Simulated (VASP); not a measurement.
# WC (I4/mmm) in VASP: single point with PBEsol

Aim: the single point of WC with PBEsol.

All numbers are computed with VASP 6.6.1; they aren't measurements. Logs are shortened: lines on timing, memory, paths and dates and some standing lists are left out, and cuts for length are marked.

### 1 The cell of the first run

It takes space group I4/mmm (No. 139, tetragonal). Conventional cell: a = 3.073 Å, b = 3.073 Å, c = 4.389 Å, α = 90.00°, β = 90.00°, γ = 90.00°. W (site symmetry 4/mmm) has 6 C at 2.17 to 2.19 Å within 2.9 Å. Within 2.9 Å of C (site symmetry 4/mmm) lie 6 W at 2.17 to 2.19 Å.

### 2 Single point, PBEsol (strain +0.0100 x Voigt [1, 0, 0, 0, 0, 0])

The input, INCAR:

```
SYSTEM = WC
ALGO = Normal
EDIFF = 1E-6
ENCUT = 1300
GGA = PS
GGA_COMPAT = .False.
ISIF = 2
ISMEAR = 0
LASPH = .True.
LCHARG = .False.
LREAL = .False.
LWAVE = .False.
NBANDS = 16
NELM = 120
PREC = Accurate
SIGMA = 0.15
```

The input, KPOINTS:

```
k-points
0
Gamma
  24 24 24
  0 0 0
```

The input, POSCAR:

```
WC
1.0
    0.0000000000      2.1726853743      2.1726853743
    2.1944122280      0.0000000000      2.1726853743
    2.1944122280      2.1726853743      0.0000000000
W C
1 1
Direct
    0.0000000000      0.0000000000      0.0000000000
    0.5000000000      0.5000000000      0.5000000000
```

Potentials or basis: VASP PAW PBE potentials, release 64 (W_sv, C_h).

Launch:

```bash
$ cat potpaw_PBE.64/W_sv/POTCAR potpaw_PBE.64/C_h/POTCAR > POTCAR
$ mpirun -np 1 vasp_std > vasp.out
```

OUTCAR:

```text
SYSTEM = WC
   EDIFF = 1E-6
   ENCUT = 1300
   GGA = PS
   ISIF = 2
   ISMEAR = 0
   LASPH = .True.
   LREAL = .False.
   NELM = 120
   PREC = Accurate

 ion  position               nearest neighbor table
   1  0.000  0.000  0.000-   2 2.17   2 2.17   2 2.17   2 2.17   2 2.19   2 2.19
   2  0.500  0.500  0.500-   1 2.17   1 2.17   1 2.17   1 2.17   1 2.19   1 2.19

  LATTYP: Found a body centered tetragonal cell.
 ALAT       =     3.0726411231
 C/A-ratio  =     1.4283556980

  Lattice vectors:

 A1 = (   2.1944122280,   0.0000000000,   2.1726853743)
 A2 = (   2.1944122280,   0.0000000000,  -2.1726853743)
 A3 = (  -2.1944122280,   2.1726853743,   0.0000000000)

Analysis of symmetry for initial positions (statically):
=====================================================================
 Subroutine PRICEL returns:
 Original cell was already a primitive cell.

 Routine SETGRP: Setting up the symmetry group for a
 body centered tetragonal supercell.

 Subroutine GETGRP returns: Found 16 space group operations
 (whereof 16 operations were pure point group operations)
 out of a pool of 16 trial point group operations.

The static configuration has the point symmetry D_4h.

Analysis of symmetry for dynamics (positions and initial velocities):
=====================================================================
 Subroutine PRICEL returns:
 Original cell was already a primitive cell.

 Routine SETGRP: Setting up the symmetry group for a
 body centered tetragonal supercell.

 Subroutine GETGRP returns: Found 16 space group operations
 (whereof 16 operations were pure point group operations)
 out of a pool of 16 trial point group operations.

The dynamic configuration has the point symmetry D_4h.

 Subroutine INISYM returns: Found 16 space group operations
 (whereof 16 operations are pure point group operations),
 and found     1 'primitive' translations

----------------------------------------------------------------------------------------

                                     Primitive cell

  volume of cell :      20.7177

  direct lattice vectors                    reciprocal lattice vectors
     0.000000000  2.172685374  2.172685374    -0.227851446  0.230129961  0.230129961
     2.194412228  0.000000000  2.172685374     0.227851446 -0.230129961  0.230129961
     2.194412228  2.172685374  0.000000000     0.227851446  0.230129961 -0.230129961

  length of vectors
     3.072641123  3.088042545  3.088042545     0.397285639  0.397285639  0.397285639

  position of ions in fractional coordinates (direct lattice)
     0.000000000  0.000000000  0.000000000
     0.500000000  0.500000000  0.500000000

  ion indices of the primitive-cell ions
   primitive index   ion index
                 1           1
                 2           2

----------------------------------------------------------------------------------------

 KPOINTS: k-points

Automatic generation of k-mesh.
 Grid dimensions read from file:
 generate k-points for:   24   24   24

 Generating k-lattice:

  Cartesian coordinates                     Fractional coordinates (reciprocal lattice)
    -0.009493810  0.009588748  0.009588748     0.041666667  0.000000000  0.000000000
     0.009493810 -0.009588748  0.009588748     0.000000000  0.041666667 -0.000000000
     0.009493810  0.009588748 -0.009588748     0.000000000 -0.000000000  0.041666667

  Length of vectors
     0.016553568  0.016553568  0.016553568

  Shift w.r.t. Gamma in fractional coordinates (k-lattice)
     0.000000000  0.000000000  0.000000000

 Subroutine IBZKPT returns following result:
 ===========================================

 Found   1063 irreducible k-points:

 Following reciprocal coordinates:
            Coordinates               Weight
  0.000000  0.000000  0.000000      1.000000
  0.041667  0.000000  0.000000      8.000000
  0.083333  0.000000  0.000000      8.000000
  0.125000  0.000000  0.000000      8.000000
  0.166667  0.000000  0.000000      8.000000
  0.208333  0.000000  0.000000      8.000000
[... 16 lines left out ...]
  0.416667  0.041667  0.000000     16.000000
  0.458333  0.041667  0.000000     16.000000
 [... further k-points ...]
   k-points           NKPTS =   1063   k-points in BZ     NKDIM =   1063   number of bands    NBANDS=     16
   number of dos      NEDOS =    301   number of ions     NIONS =      2
   total plane-waves  NPLWV =  46656
   dimension x,y,z NGX =    36 NGY =   36 NGZ =   36
   dimension x,y,z NGXF=    72 NGYF=   72 NGZF=   72
   ions per type =               1   1
   NGX,Y,Z   is equivalent  to a cutoff of  19.48, 19.38, 19.38 a.u.
   NGXF,Y,Z  is equivalent  to a cutoff of  38.96, 38.76, 38.76 a.u.
 SYSTEM =  WC
   PREC   = accura    normal or accurate (medium, high low for compatibility)
   ISTART =      0    job   : 0-new  1-cont  2-samecut
   ICHARG =      2    charge: 1-file 2-atom 10-const
   ISPIN  =      1    spin polarized calculation?
   LNONCOLLINEAR =      F non collinear calculations
   LSORBIT =      F    spin-orbit coupling
   LASPH  =      T    aspherical Exc in radial PAW
   ENCUT  = 1300.0 eV  95.55 Ry    9.77 a.u.   9.03  9.08  9.08*2*pi/ulx,y,z
   NELM   =    120;   NELMIN=  2; NELMDL= -5     # of ELM steps
   EDIFF  = 0.1E-05   stopping-criterion for ELM
   LREAL  =      F    real-space projection
[... 7 lines left out ...]
   TEBEG  =    0.0;   TEEND  =   0.0 temperature during run
   PSTRESS=    0.0 pullay stress
   NELECT =      18.0000    total number of electrons
   NUPDOWN=      -1.0000    fix difference up-down
   EMIN   =  10.00;   EMAX   =-10.00  energy-range for DOS
   EFERMI =   0.00;   METHOD = LEGACY
   ISMEAR =     0;   SIGMA  =   0.15  broadening in eV -4-tet -1-fermi 0-gaus
   EFERMI_NEDOS =   21; number of points for ismear=-14 and -15
   IALGO  =     38    algorithm
   IMIX   =      4    mixing-type and parameters
     AMIX     =   0.40;   BMIX     =  1.00
     AMIX_MAG =   1.60;   BMIX_MAG =  1.00
  volume/ion in A,a.u.               =      10.36        69.91
  Fermi-wavevector in a.u.,A,eV,Ry     =   1.562134  2.952006 33.201802  2.440264
  Thomas-Fermi vector in A             =   2.665097
   LORBIT       =      0    0 simple, 1 ext, 2 COOP (PROOUT), +10 PAW based schemes
   GGA     = PS    functional components
   LHFCALC =     F    Hartree Fock is set to
   AEXX    =    0.0000 exact exchange contribution
   IVDW    =     0    specifies the selected vdW correction
   LEPSILON=     F    determine dielectric tensor
   LRPA    =     F    only Hartree local field effects (RPA)
 non-spin polarized calculation
 Gauss-broadening in eV      SIGMA  =   0.15
  energy-cutoff  :     1300.00
  volume of cell :       20.72
 maximum number of plane-waves:      2226
   NGX = 19   NGY = 19   NGZ = 19

 number of electron      18.0000000 magnetization

 Free energy of the ion-electron system (eV)
  ---------------------------------------------------
  ext. energy  EPLUGINS =         0.00000000
  ---------------------------------------------------
  free energy    TOTEN  =       -23.00573630 eV

  energy without entropy =      -22.99479240  energy(sigma->0) =      -23.00026435

 E-fermi :  12.8460     XC(G=0): -13.9783

 val. band max:       12.8387291846   @ k =  -0.3333   0.2917  -0.0000
 cond. band min:      12.8481109307   @ k =   0.3333   0.0417   0.0000
 fundamental gap:      0.0093817461
 Fermi energy:        12.8460355184

 k-point     1 :       0.0000    0.0000    0.0000
  band No.  band energies     occupation
      1     -62.5094      2.00000
      2     -26.5047      2.00000
      3     -26.5047      2.00000
      4     -26.5035      2.00000
      5      -3.0818      2.00000
      6       9.9417      2.00000
[... 8 lines left out ...]
     15      22.4628      0.00000
     16      36.3127      0.00000

 k-point     2 :       0.0417    0.0000    0.0000
  band No.  band energies     occupation
      1     -62.5087      2.00000
      2     -26.5156      2.00000
      3     -26.5058      2.00000
      4     -26.5051      2.00000
      5      -3.0313      2.00000
      6       9.8123      2.00000
[... 8 lines left out ...]
     15      22.5836      0.00000
     16      35.6592      0.00000

 k-point     3 :       0.0833    0.0000    0.0000
  band No.  band energies     occupation
      1     -62.5066      2.00000
      2     -26.5486      2.00000
      3     -26.5091      2.00000
      4     -26.5089      2.00000
      5      -2.8814      2.00000
      6       9.3469      2.00000
[... 8 lines left out ...]
     15      22.9332      0.00000
     16      34.3087      0.00000

 k-point     4 :       0.1250    0.0000    0.0000
  band No.  band energies     occupation
      1     -62.5034      2.00000
      2     -26.6007      2.00000
      3     -26.5149      2.00000
      4     -26.5142      2.00000
      5      -2.6369      2.00000
      6       8.7202      2.00000
[... 8 lines left out ...]
     15      23.4699      0.00000
     16      32.8607      0.00000
[... 324 lines left out ...]
 k-point    22 :       0.3750    0.0417    0.0000
  band No.  band energies     occupation
      1     -62.4757      2.00000
      2     -27.0249      2.00000
      3     -26.5727      2.00000
      4     -26.5595      2.00000
      5       0.0757      2.00000
      6       4.6300      2.00000
[... 8 lines left out ...]
     15      26.1022      0.00000
     16      26.6177      0.00000

 k-point    23 :       0.4167    0.0417    0.0000
  band No.  band energies     occupation
      1     -62.4722      2.00000
      2     -27.0776      2.00000
      3     -26.5778      2.00000
      4     -26.5668      2.00000
      5       0.6575      2.00000
      6       3.9809      2.00000
[... 8 lines left out ...]
     15      25.7584      0.00000
     16      25.9291      0.00000

 k-point    24 :       0.4583    0.0417    0.0000
  band No.  band energies     occupation
      1     -62.4697      2.00000
      2     -27.1133      2.00000
      3     -26.5810      2.00000
      4     -26.5721      2.00000
      5       1.2106      2.00000
      6       3.3891      2.00000
[... 8 lines left out ...]
     15      25.1167      0.00000
     16      25.2329      0.00000

 [... further k-points ...]

------------------------ aborting loop because EDIFF is reached ----------------------------------------

  FORCE on cell =-STRESS in cart. coord.  units (eV):
  Direction    XX          YY          ZZ          XY          YZ          ZX
  --------------------------------------------------------------------------------------
  -------------------------------------------------------------------------------------
  Total       -0.8536437     -0.0978862     -0.0978862      0.0000000      0.0000000     -0.0000000
  in kB      -66.0154134     -7.5698968     -7.5698968      0.0000000      0.0000000     -0.0000000
  external PRESSURE =     -27.0517357 kB  Pullay stress =       0.0000000 kB

 VOLUME and BASIS-vectors are now :
 -----------------------------------------------------------------------------
  energy-cutoff  :     1300.00
  volume of cell :       20.72
      direct lattice vectors                 reciprocal lattice vectors
     0.000000000  2.172685374  2.172685374    -0.227851446  0.230129961  0.230129961
     2.194412228  0.000000000  2.172685374     0.227851446 -0.230129961  0.230129961
     2.194412228  2.172685374  0.000000000     0.227851446  0.230129961 -0.230129961

 POSITION                                       TOTAL-FORCE (eV/Angst)
 -----------------------------------------------------------------------------------
      0.00000      0.00000      0.00000         0.000000      0.000000      0.000000
      2.19441      2.17269      2.17269        -0.000000     -0.000000      0.000000
 -----------------------------------------------------------------------------------
    total drift:                               -0.000000      0.000000      0.000000

  FREE ENERGIE OF THE ION-ELECTRON SYSTEM (eV)
  ---------------------------------------------------
  free  energy   TOTEN  =       -23.0057362968 eV

  energy  without entropy=      -22.9947923956  energy(sigma->0) =      -23.00026435
```

Run time: 7 min. Hardware: 1 thread of Intel Xeon 6975P-C (Granite Rapids), shared host; peak memory 1.3 GiB.

What came out:

| Quantity | Value |
| --- | --- |
| Free energy | -23.0057 eV |
| Pressure | -2.7 GPa |
| Band gap on the k mesh | zero (bands 9 and 10 overlap by 3.20 eV) |

Stress tensor (GPa, compression positive):
```
-6.60  0.00  0.00
 0.00 -0.76  0.00
 0.00  0.00 -0.76
```

Caveat: the cell differs from its parent crystal (strain +0.0100 x Voigt [1, 0, 0, 0, 0, 0]); the stress differs along the axes, from -7 to -1 GPa; the PAW data sets were made with another functional, which shifts forces and pressure a little; spin-orbit coupling is left out, which moves the levels of the heavy elements.
